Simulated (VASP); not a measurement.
# Se (Fm-3m) in VASP: single point with PBEsol

Aim: the single point of Se with PBEsol.

Program: VASP 6.6.1. These are calculated values, not measurements. Logs are shortened: lines on timing, memory, paths and dates and some standing lists are left out, and cuts for length are marked.

## (1) The cell of the first run

Symmetry: Fm-3m, No. 225, cubic system. Conventional cell: a = 4.250 Å, b = 4.250 Å, c = 4.250 Å, α = 90.00°, β = 90.00°, γ = 90.00°. Se (site symmetry m-3m) has 12 Se at 3.01 Å within 4.0 Å.

## (2) Single point, PBEsol

File INCAR:

```
  PREC = Accurate
  ENCUT = 520
  EDIFF = 1E-6
  ISMEAR = -1
  SIGMA = 0.13605693000000002
  LREAL = F
  LASPH = T
  NELM = 80
  ALGO = Normal
  ISIF = 2
  LWAVE = F
  LCHARG = F
  GGA = PS
  NBANDS = 9
```

File KPOINTS:

```
regular mesh
0
Gamma
  13 13 13
```

File POSCAR:

```
Se
1.0
    0.0000000000      2.1251695366      2.1251695366
    2.1251695366      0.0000000000      2.1251695366
    2.1251695366      2.1251695366      0.0000000000
Se
1
Direct
    0.0000000000      0.0000000000      0.0000000000
```

Potentials or basis: VASP PAW PBE potentials, release 64 (Se).

Command:

```sh
$ cat potpaw_PBE.64/Se/POTCAR > POTCAR
$ mpirun -np 1 vasp_std > vasp.out
```

OUTCAR:

```text
PREC = Accurate
   ENCUT = 520
   EDIFF = 1E-6
   ISMEAR = -1
   LREAL = F
   LASPH = T
   NELM = 80
   ISIF = 2
   GGA = PS

 ion  position               nearest neighbor table
   1  0.000  0.000  0.000-

  LATTYP: Found a face centered cubic cell.
 ALAT       =     4.2503390732

  Lattice vectors:

 A1 = (   0.0000000000,   2.1251695366,   2.1251695366)
 A2 = (   2.1251695366,   0.0000000000,   2.1251695366)
 A3 = (   2.1251695366,   2.1251695366,   0.0000000000)

Analysis of symmetry for initial positions (statically):
=====================================================================
 Subroutine PRICEL returns:
 Original cell was already a primitive cell.

 Routine SETGRP: Setting up the symmetry group for a
 face centered cubic supercell.

 Subroutine GETGRP returns: Found 48 space group operations
 (whereof 48 operations were pure point group operations)
 out of a pool of 48 trial point group operations.

The static configuration has the point symmetry O_h .

Analysis of symmetry for dynamics (positions and initial velocities):
=====================================================================
 Subroutine PRICEL returns:
 Original cell was already a primitive cell.

 Routine SETGRP: Setting up the symmetry group for a
 face centered cubic supercell.

 Subroutine GETGRP returns: Found 48 space group operations
 (whereof 48 operations were pure point group operations)
 out of a pool of 48 trial point group operations.

The dynamic configuration has the point symmetry O_h .

 Subroutine INISYM returns: Found 48 space group operations
 (whereof 48 operations are pure point group operations),
 and found     1 'primitive' translations

----------------------------------------------------------------------------------------

                                     Primitive cell

  volume of cell :      19.1960

  direct lattice vectors                    reciprocal lattice vectors
     0.000000000  2.125169537  2.125169537    -0.235275347  0.235275347  0.235275347
     2.125169537  0.000000000  2.125169537     0.235275347 -0.235275347  0.235275347
     2.125169537  2.125169537  0.000000000     0.235275347  0.235275347 -0.235275347

  length of vectors
     3.005443581  3.005443581  3.005443581     0.407508855  0.407508855  0.407508855

  position of ions in fractional coordinates (direct lattice)
     0.000000000  0.000000000  0.000000000

  ion indices of the primitive-cell ions
   primitive index   ion index
                 1           1
[... 69 lines left out ...]
   LASPH  =      T    aspherical Exc in radial PAW
   ENCUT  =  520.0 eV  38.22 Ry    6.18 a.u.   5.59  5.59  5.59*2*pi/ulx,y,z
   NELM   =     80;   NELMIN=  2; NELMDL= -5     # of ELM steps
   EDIFF  = 0.1E-05   stopping-criterion for ELM
   LREAL  =      F    real-space projection
   EDIFFG = 0.1E-04   stopping-criterion for IOM
   NSW    =      0    number of steps for IOM
   IBRION =     -1    ionic relax: 0-MD 1-quasi-New 2-CG
   NFREE  =      0    steps in history (QN), initial steepest desc. (CG)
   ISIF   =      2    stress and relaxation
   ISYM   =      2    0-nonsym 1-usesym 2-fastsym
   POTIM  = 0.5000    time-step for ionic-motion
   TEBEG  =    0.0;   TEEND  =   0.0 temperature during run
   PSTRESS=    0.0 pullay stress
   NELECT =       6.0000    total number of electrons
   NUPDOWN=      -1.0000    fix difference up-down
   EMIN   =  10.00;   EMAX   =-10.00  energy-range for DOS
   EFERMI =   0.00;   METHOD = LEGACY
   ISMEAR =    -1;   SIGMA  =   0.14  broadening in eV -4-tet -1-fermi 0-gaus
   EFERMI_NEDOS =   21; number of points for ismear=-14 and -15
   IALGO  =     38    algorithm
   IMIX   =      4    mixing-type and parameters
     AMIX     =   0.40;   BMIX     =  1.00
     AMIX_MAG =   1.60;   BMIX_MAG =  1.00
  volume/ion in A,a.u.               =      19.20       129.54
  Fermi-wavevector in a.u.,A,eV,Ry     =   1.111019  2.099522 16.794545  1.234364
  Thomas-Fermi vector in A             =   2.247578
   LORBIT       =      0    0 simple, 1 ext, 2 COOP (PROOUT), +10 PAW based schemes
   GGA     = PS    functional components
   LHFCALC =     F    Hartree Fock is set to
   AEXX    =    0.0000 exact exchange contribution
   IVDW    =     0    specifies the selected vdW correction
   LEPSILON=     F    determine dielectric tensor
   LRPA    =     F    only Hartree local field effects (RPA)
 non-spin polarized calculation
  energy-cutoff  :      520.00
  volume of cell :       19.20
 maximum number of plane-waves:       533
   NGX = 11   NGY = 11   NGZ = 11

 number of electron       5.9999999 magnetization

 Free energy of the ion-electron system (eV)
  ---------------------------------------------------
  ext. energy  EPLUGINS =         0.00000000
  ---------------------------------------------------
  free energy    TOTEN  =        -3.28189838 eV

  energy without entropy =       -3.23203613  energy(sigma->0) =       -3.25696725

 E-fermi :   6.0038     XC(G=0): -10.9934

 val. band max:        5.9896580948   @ k =  -0.4615   0.3077   0.1538
 cond. band min:       6.0085950983   @ k =   0.4615   0.1538   0.0000
 fundamental gap:      0.0189370035
 Fermi energy:         6.0037922350

 k-point     1 :       0.0000    0.0000    0.0000
  band No.  band energies     occupation
      1     -10.5677      2.00000
      2       9.3642      0.00000
      3       9.3642      0.00000
      4       9.3642      0.00000
      5      17.7450      0.00000
      6      18.1281      0.00000
      7      18.1281      0.00000
      8      18.1281      0.00000
      9      21.5202      0.00000
[... 265 lines left out ...]
 k-point    24 :       0.4615    0.1538    0.0000
  band No.  band energies     occupation
      1      -7.1520      2.00000
      2       0.0500      2.00000
      3       6.0086      0.98235
      4       7.0682      0.00080
      5      14.3112      0.00000
      6      17.5295      0.00000
      7      19.3472      0.00000
      8      21.8363      0.00000
      9      24.4186      0.00000

 [... further k-points ...]
[... 5 lines left out ...]
  --------------------------------------------------------------------------------------
  -------------------------------------------------------------------------------------
  Total        0.0592244      0.0592244      0.0592244      0.0000000      0.0000000      0.0000000
  in kB        4.9431103      4.9431103      4.9431103      0.0000000      0.0000000      0.0000000
  external PRESSURE =       4.9431103 kB  Pullay stress =       0.0000000 kB

 VOLUME and BASIS-vectors are now :
 -----------------------------------------------------------------------------
  energy-cutoff  :      520.00
  volume of cell :       19.20
      direct lattice vectors                 reciprocal lattice vectors
     0.000000000  2.125169537  2.125169537    -0.235275347  0.235275347  0.235275347
     2.125169537  0.000000000  2.125169537     0.235275347 -0.235275347  0.235275347
     2.125169537  2.125169537  0.000000000     0.235275347  0.235275347 -0.235275347

 POSITION                                       TOTAL-FORCE (eV/Angst)
 -----------------------------------------------------------------------------------
      0.00000      0.00000      0.00000        -0.000000      0.000000      0.000000
 -----------------------------------------------------------------------------------
    total drift:                                0.000000     -0.000000      0.000000

  FREE ENERGIE OF THE ION-ELECTRON SYSTEM (eV)
  ---------------------------------------------------
  free  energy   TOTEN  =        -3.2818983753 eV

  energy  without entropy=       -3.2320361262  energy(sigma->0) =       -3.25696725
```

Wall time 8.3 s (1 thread of Intel Xeon 6975P-C, shared host); peak memory 0.14 GiB.

Results:

| Property | Result |
| --- | --- |
| Free energy | -3.2819 eV |
| Pressure | 0.5 GPa |
| Band gap on the k mesh | zero (band 3 reaches 9.36 eV, above the bottom of band 4 at 3.78 eV) |

Caveat: the PAW data sets were made with another functional, which shifts forces and pressure a little.
